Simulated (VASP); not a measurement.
# Mg2Sn (Fm-3m) in VASP: notebook

Runs on Mg2Sn. Level: PBEsol. Tasks: relaxation of cell and atoms.

All numbers are computed with VASP 6.6.1; they aren't measurements. Logs are shortened: lines on timing, memory, paths and dates and some standing lists are left out, and cuts for length are marked.

### 1 The cell of the first run

It takes space group Fm-3m (No. 225, cubic). The conventional cell has a = 6.748 Å, b = 6.748 Å, c = 6.748 Å, α = 90.00°, β = 90.00°, γ = 90.00°. Within 3.8 Å of Mg (site symmetry -43m) lie 4 Sn at 2.92 Å and 6 Mg at 3.37 Å. Sn (site symmetry m-3m) has 8 Mg at 2.92 Å within 3.8 Å.

### 2 Relaxation of cell and atoms, PBEsol, target pressure 2 GPa, at which the enthalpy is minimised

INCAR

```
SYSTEM = Mg2Sn
PREC = Accurate
ENCUT = 600
EDIFF = 1E-7
ISMEAR = -1
SIGMA = 0.1
LREAL = .False.
LASPH = .True.
NELM = 120
ALGO = Normal
ISIF = 3
LWAVE = .False.
LCHARG = .False.
GGA = PS
IBRION = 2
NSW = 100
EDIFFG = -0.002
PSTRESS = 20.0
GGA_COMPAT = .False.
NELMIN = 4
```

KPOINTS

```
Automatic mesh
0
Gamma
  12 12 12
  0 0 0
```

POSCAR

```
Mg2Sn
1.0
    0.0000000000      3.3739531254      3.3739531254
    3.3739531254      0.0000000000      3.3739531254
    3.3739531254      3.3739531254      0.0000000000
Mg Sn
2 1
Direct
    0.2500000000      0.2500000000      0.2500000000
    0.7500000000      0.7500000000      0.7500000000
    0.0000000000      0.0000000000      0.0000000000
```

Potentials or basis: VASP PAW PBE potentials, release 64 (Mg, Sn_d).

The run is started by

```sh
cat potpaw_PBE.64/Mg/POTCAR potpaw_PBE.64/Sn_d/POTCAR > POTCAR
mpirun -np 1 vasp_std > vasp.out
```

OUTCAR:

```text
SYSTEM = Mg2Sn
   PREC = Accurate
   ENCUT = 600
   EDIFF = 1E-7
   ISMEAR = -1
   LREAL = .False.
   LASPH = .True.
   NELM = 120
   ISIF = 3
   GGA = PS
   IBRION = 2
   NSW = 100
   EDIFFG = -0.002
   PSTRESS = 20.0
   NELMIN = 4

 ion  position               nearest neighbor table
   1  0.250  0.250  0.250-   3 2.92   3 2.92   3 2.92   3 2.92   2 3.37   2 3.37   2 3.37   2 3.37
                             2 3.37   2 3.37
   2  0.750  0.750  0.750-   3 2.92   3 2.92   3 2.92   3 2.92   1 3.37   1 3.37   1 3.37   1 3.37
                             1 3.37   1 3.37
   3  0.000  0.000  0.000-   2 2.92   2 2.92   2 2.92   1 2.92   2 2.92   1 2.92   1 2.92   1 2.92

  LATTYP: Found a face centered cubic cell.
 ALAT       =     6.7479062508

  Lattice vectors:

 A1 = (   0.0000000000,   3.3739531254,   3.3739531254)
 A2 = (   3.3739531254,   0.0000000000,   3.3739531254)
 A3 = (   3.3739531254,   3.3739531254,   0.0000000000)

Analysis of symmetry for initial positions (statically):
=====================================================================
 Subroutine PRICEL returns:
 Original cell was already a primitive cell.

 Routine SETGRP: Setting up the symmetry group for a
 face centered cubic supercell.

 Subroutine GETGRP returns: Found 48 space group operations
 (whereof 48 operations were pure point group operations)
 out of a pool of 48 trial point group operations.

The static configuration has the point symmetry O_h .

Analysis of symmetry for dynamics (positions and initial velocities):
=====================================================================
 Subroutine PRICEL returns:
 Original cell was already a primitive cell.

 Routine SETGRP: Setting up the symmetry group for a
 face centered cubic supercell.

 Subroutine GETGRP returns: Found 48 space group operations
 (whereof 48 operations were pure point group operations)
 out of a pool of 48 trial point group operations.

The dynamic configuration has the point symmetry O_h .

 Subroutine INISYM returns: Found 48 space group operations
 (whereof 48 operations are pure point group operations),
 and found     1 'primitive' translations

----------------------------------------------------------------------------------------

                                     Primitive cell

  volume of cell :      76.8152

  direct lattice vectors                    reciprocal lattice vectors
     0.000000000  3.373953125  3.373953125    -0.148194116  0.148194116  0.148194116
     3.373953125  0.000000000  3.373953125     0.148194116 -0.148194116  0.148194116
     3.373953125  3.373953125  0.000000000     0.148194116  0.148194116 -0.148194116

  length of vectors
     4.771490269  4.771490269  4.771490269     0.256679738  0.256679738  0.256679738

  position of ions in fractional coordinates (direct lattice)
     0.250000000  0.250000000  0.250000000
     0.750000000  0.750000000  0.750000000
     0.000000000  0.000000000  0.000000000

  ion indices of the primitive-cell ions
   primitive index   ion index
                 1           1
                 2           2
                 3           3

----------------------------------------------------------------------------------------

 KPOINTS: Automatic mesh

Automatic generation of k-mesh.
 Grid dimensions read from file:
 generate k-points for:   12   12   12

 Generating k-lattice:

  Cartesian coordinates                     Fractional coordinates (reciprocal lattice)
    -0.012349510  0.012349510  0.012349510     0.083333333  0.000000000  0.000000000
     0.012349510 -0.012349510  0.012349510     0.000000000  0.083333333  0.000000000
     0.012349510  0.012349510 -0.012349510     0.000000000  0.000000000  0.083333333

  Length of vectors
     0.021389978  0.021389978  0.021389978

  Shift w.r.t. Gamma in fractional coordinates (k-lattice)
     0.000000000  0.000000000  0.000000000

 Subroutine IBZKPT returns following result:
 ===========================================

 Found     72 irreducible k-points:

 Following reciprocal coordinates:
            Coordinates               Weight
  0.000000  0.000000  0.000000      1.000000
  0.083333  0.000000  0.000000      8.000000
  0.166667  0.000000  0.000000      8.000000
  0.250000  0.000000  0.000000      8.000000
  0.333333  0.000000  0.000000      8.000000
  0.416667  0.000000  0.000000      8.000000
[... 16 lines left out ...]
  0.500000  0.166667  0.000000     24.000000
 -0.416667  0.166667  0.000000     24.000000
 [... further k-points ...]
   k-points           NKPTS =     72   k-points in BZ     NKDIM =     72   number of bands    NBANDS=     13
   number of dos      NEDOS =    301   number of ions     NIONS =      3
   total plane-waves  NPLWV =  64000
   dimension x,y,z NGX =    40 NGY =   40 NGZ =   40
   dimension x,y,z NGXF=    80 NGYF=   80 NGZF=   80
   ions per type =               2   1
   NGX,Y,Z   is equivalent  to a cutoff of  13.94, 13.94, 13.94 a.u.
   NGXF,Y,Z  is equivalent  to a cutoff of  27.87, 27.87, 27.87 a.u.
 SYSTEM =  Mg2Sn
   PREC   = accura    normal or accurate (medium, high low for compatibility)
   ISTART =      0    job   : 0-new  1-cont  2-samecut
   ICHARG =      2    charge: 1-file 2-atom 10-const
   ISPIN  =      1    spin polarized calculation?
   LNONCOLLINEAR =      F non collinear calculations
   LSORBIT =      F    spin-orbit coupling
   LASPH  =      T    aspherical Exc in radial PAW
   ENCUT  =  600.0 eV  44.10 Ry    6.64 a.u.   9.53  9.53  9.53*2*pi/ulx,y,z
   NELM   =    120;   NELMIN=  4; NELMDL= -5     # of ELM steps
   EDIFF  = 0.1E-06   stopping-criterion for ELM
   LREAL  =      F    real-space projection
   EDIFFG = -.2E-02   stopping-criterion for IOM
   NSW    =    100    number of steps for IOM
   IBRION =      2    ionic relax: 0-MD 1-quasi-New 2-CG
   NFREE  =      1    steps in history (QN), initial steepest desc. (CG)
   ISIF   =      3    stress and relaxation
   ISYM   =      2    0-nonsym 1-usesym 2-fastsym
   POTIM  = 0.5000    time-step for ionic-motion
   TEBEG  =    0.0;   TEEND  =   0.0 temperature during run
   PSTRESS=   20.0 pullay stress
   NELECT =      18.0000    total number of electrons
   NUPDOWN=      -1.0000    fix difference up-down
   EMIN   =  10.00;   EMAX   =-10.00  energy-range for DOS
   EFERMI =   0.00;   METHOD = LEGACY
   ISMEAR =    -1;   SIGMA  =   0.10  broadening in eV -4-tet -1-fermi 0-gaus
   EFERMI_NEDOS =   21; number of points for ismear=-14 and -15
   IALGO  =     38    algorithm
   IMIX   =      4    mixing-type and parameters
     AMIX     =   0.40;   BMIX     =  1.00
     AMIX_MAG =   1.60;   BMIX_MAG =  1.00
  volume/ion in A,a.u.               =      25.61       172.79
  Fermi-wavevector in a.u.,A,eV,Ry     =   1.009292  1.907284 13.859838  1.018669
  Thomas-Fermi vector in A             =   2.142211
   LORBIT       =      0    0 simple, 1 ext, 2 COOP (PROOUT), +10 PAW based schemes
   GGA     = PS    functional components
   LHFCALC =     F    Hartree Fock is set to
   AEXX    =    0.0000 exact exchange contribution
   IVDW    =     0    specifies the selected vdW correction
   LEPSILON=     F    determine dielectric tensor
   LRPA    =     F    only Hartree local field effects (RPA)
 conjugate gradient relaxation of ions
 non-spin polarized calculation
  energy-cutoff  :      600.00
  volume of cell :       76.82
 maximum number of plane-waves:      2637
 NGX is ok and might be reduce to    40
   NGX = 19   NGY = 19   NGZ = 19

--------------------------------------- Ionic step        1  -------------------------------------------

 number of electron      18.0000001 magnetization

 Free energy of the ion-electron system (eV)
  ---------------------------------------------------
  ext. energy  EPLUGINS =         0.00000000
  ---------------------------------------------------
  free energy    TOTEN  =        -8.33919884 eV

  energy without entropy =       -8.32851137  energy(sigma->0) =       -8.33385510

------------------------ aborting loop because EDIFF is reached ----------------------------------------

  FORCE on cell =-STRESS in cart. coord.  units (eV):
  Direction    XX          YY          ZZ          XY          YZ          ZX
  --------------------------------------------------------------------------------------
  -------------------------------------------------------------------------------------
  Total       -0.0559889     -0.0559889     -0.0559889      0.0000000      0.0000000     -0.0000000
  in kB       -1.1677922     -1.1677922     -1.1677922      0.0000000      0.0000000     -0.0000000
  external PRESSURE =     -21.1677922 kB  Pullay stress =      20.0000000 kB

 VOLUME and BASIS-vectors are now :
 -----------------------------------------------------------------------------
  energy-cutoff  :      600.00
  volume of cell :       76.82
      direct lattice vectors                 reciprocal lattice vectors
     0.000000000  3.373953125  3.373953125    -0.148194116  0.148194116  0.148194116
     3.373953125  0.000000000  3.373953125     0.148194116 -0.148194116  0.148194116
     3.373953125  3.373953125  0.000000000     0.148194116  0.148194116 -0.148194116
[... 48 lines left out ...]
  FREE ENERGIE OF THE ION-ELECTRON SYSTEM (eV)
  ---------------------------------------------------
  free  energy   TOTEN  =        -8.3155093100 eV

  energy  without entropy=       -8.3056001334  energy(sigma->0) =       -8.31055472

  enthalpy is  TOTEN    =        -7.4028094731 eV   P V=        0.9126998369

--------------------------------------- Ionic step        3  -------------------------------------------

 number of electron      17.9999999 magnetization

 Free energy of the ion-electron system (eV)
  ---------------------------------------------------
  ext. energy  EPLUGINS =         0.00000000
  ---------------------------------------------------
  free energy    TOTEN  =        -8.32045687 eV

  energy without entropy =       -8.31047744  energy(sigma->0) =       -8.31546715

 E-fermi :   4.5287     XC(G=0):  -9.0476

 val. band max:        4.4960580225   @ k =   0.5000   0.5000   0.0000
 cond. band min:       4.5375720775   @ k =   0.0000   0.0000   0.0000
 fundamental gap:      0.0415140550
 Fermi energy:         4.5286968747

 k-point     1 :       0.0000    0.0000    0.0000
  band No.  band energies     occupation
      1     -16.3728      2.00000
      2     -16.3728      2.00000
      3     -16.3728      2.00000
      4     -16.3277      2.00000
      5     -16.3277      2.00000
      6      -4.8165      2.00000
      7       4.5376      0.95565
      8       4.5376      0.95565
      9       4.5376      0.95565
     10       6.1797      0.00000
     11       6.7830      0.00000
     12       6.7830      0.00000
     13       6.7830      0.00000

 k-point     2 :       0.0833    0.0000    0.0000
  band No.  band energies     occupation
      1     -16.3727      2.00000
      2     -16.3725      2.00000
      3     -16.3725      2.00000
      4     -16.3277      2.00000
      5     -16.3277      2.00000
      6      -4.7571      2.00000
      7       3.8138      1.99843
      8       4.4421      1.40771
      9       4.4421      1.40771
     10       6.3478      0.00000
     11       6.9341      0.00000
[... 339 lines left out ...]
 k-point    24 :      -0.4167    0.1667    0.0000
  band No.  band energies     occupation
      1     -16.3713      2.00000
      2     -16.3691      2.00000
      3     -16.3678      2.00000
      4     -16.3274      2.00000
      5     -16.3266      2.00000
      6      -3.3370      2.00000
      7      -0.1894      2.00000
      8       2.1754      2.00000
      9       3.3606      1.99998
     10       5.7714      0.00001
     11       7.3143      0.00000
     12       7.5938      0.00000
     13       9.8616      0.00000

 [... further k-points ...]
[... 5 lines left out ...]
  --------------------------------------------------------------------------------------
  -------------------------------------------------------------------------------------
  Total        0.9183400      0.9183400      0.9183400      0.0000000     -0.0000000      0.0000000
  in kB       20.0217481     20.0217481     20.0217481      0.0000000     -0.0000000      0.0000000
  external PRESSURE =       0.0217481 kB  Pullay stress =      20.0000000 kB

 VOLUME and BASIS-vectors are now :
 -----------------------------------------------------------------------------
  energy-cutoff  :      600.00
  volume of cell :       73.49
      direct lattice vectors                 reciprocal lattice vectors
     0.000000000  3.324507919  3.324507919    -0.150398198  0.150398198  0.150398198
     3.324507919  0.000000000  3.324507919     0.150398198 -0.150398198  0.150398198
     3.324507919  3.324507919  0.000000000     0.150398198  0.150398198 -0.150398198

 POSITION                                       TOTAL-FORCE (eV/Angst)
 -----------------------------------------------------------------------------------
      1.66225      1.66225      1.66225        -0.000000     -0.000000     -0.000000
      4.98676      4.98676      4.98676         0.000000      0.000000      0.000000
      0.00000      0.00000      0.00000         0.000000      0.000000      0.000000
 -----------------------------------------------------------------------------------
    total drift:                               -0.000000      0.000000     -0.000000

  FREE ENERGIE OF THE ION-ELECTRON SYSTEM (eV)
  ---------------------------------------------------
  free  energy   TOTEN  =        -8.3204568668 eV

  energy  without entropy=       -8.3104774371  energy(sigma->0) =       -8.31546715

  enthalpy is  TOTEN    =        -7.4031143463 eV   P V=        0.9173425204

 reached required accuracy - stopping structural energy minimisation
```

Run time: 3.3 min. Hardware: 1 thread of Oxide Virtual Turin-like, shared host; peak memory 0.28 GiB.

What came out:

| Property | Result |
| --- | --- |
| Free energy | -8.3205 eV |
| Relaxed volume | 24.50 Å³/atom |
| Relaxed cell | a = 4.702 Å, b = 4.702 Å, c = 4.702 Å, α = 60.00°, β = 60.00°, γ = 60.00° |
| Space group after relaxing (to 0.1 Å) | Fm-3m (No. 225) |
| Energy change on relaxing (the run minimises the enthalpy) | +6.2 meV/atom |
| Ionic steps | 3 |
| Pressure after relaxing | 2.0 GPa |
| Band gap on the k mesh | zero (bands 9 and 10 overlap by 0.04 eV) |

Step by step:
```
step  energy change (eV)  largest force (eV/Å)  pressure (GPa)  volume (Å³)
   1              0.0000                0.0000           -0.12        76.82
   2              0.0237                0.0000            2.27        73.12
   3              0.0187                0.0000            2.00        73.49
```

Final structure:
```cif
data_structure
_symmetry_space_group_name_H-M 'P 1'
_symmetry_Int_Tables_number 1
_cell_length_a 4.7016
_cell_length_b 4.7016
_cell_length_c 4.7016
_cell_angle_alpha 60.000
_cell_angle_beta 60.000
_cell_angle_gamma 60.000
_cell_volume 73.49
loop_
_atom_site_label
_atom_site_type_symbol
_atom_site_fract_x
_atom_site_fract_y
_atom_site_fract_z
_atom_site_occupancy
Mg1 Mg 0.25000 0.25000 0.25000 1
Mg2 Mg 0.75000 0.75000 0.75000 1
Sn1 Sn 0.00000 0.00000 0.00000 1
```

Caveat: the cell is relaxed towards a set pressure, so the run minimises the enthalpy, not the energy; the PAW data sets were made with another functional, which shifts forces and pressure a little; spin-orbit coupling is left out, which moves the levels of the heavy elements.

(Part 1 of 2 ends here.)

The gap in the log of VASP goes by the Fermi energy; the results here count the filled bands.